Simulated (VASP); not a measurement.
The system is ZnO.

```
Zn O
1.0
     2.84905    0.00000    0.00000
    -1.42453    2.46735    0.00000
     0.00000    0.00000    3.44934
Zn O
1 1
Cartesian
  0.0000 0.0000 0.0000
  0.0000 0.0000 1.7247
```

* Program: VASP 6.6.1
* Task: relaxation of cell and atoms
* Functional: PBE
* Potentials or basis: VASP PAW PBE potentials, release 64 (Zn, O)
* Cutoff: 600 eV
* k mesh: 6 × 6 × 6
* Occupations: gaussian, width 0.1 eV
* Spin: no spin polarisation

At the start: pressure 18.4 GPa; volume 12.12 Å³/atom.

**Question.** Where does the relaxation end?

**Answer.** Over 11 steps the energy falls by 330.9 meV/atom and the volume is 18.76 Å³/atom (+54.7 %); space group P6/mmm (No. 191, to 0.05 Å).

Step by step:
```tsv
step	energy change (eV)	largest force (eV/Å)	pressure (GPa)	volume (Å³)
1	0.0000	0.0000	18.39	24.25
2	-0.3260	0.0000	-1.03	29.45
3	-0.3234	0.0000	-7.14	32.82
4	-0.4982	0.0000	-6.07	34.93
5	-0.6415	0.0000	-1.59	40.13
6	-0.6507	0.0000	-2.78	38.81
7	-0.6517	0.0000	-2.56	39.03
8	-0.6608	0.0000	-0.77	38.03
9	-0.6617	0.0000	0.01	37.63
10	-0.6617	0.0000	0.09	37.60
11	-0.6618	0.0000	0.09	37.52
```

Final structure:
```
CELL_PARAMETERS angstrom
3.53851 0.00000 0.00000
-1.76926 3.06444 0.00000
0.00000 0.00000 3.46038
ATOMIC_POSITIONS crystal
Zn 0.00000 0.00000 0.00000
O 0.00000 0.00000 0.50000
```

Caveat: the k points lie up to 0.34 Å⁻¹ apart in the final cell; the volume moved by over 15 % at a fixed basis, so the end points are rough.
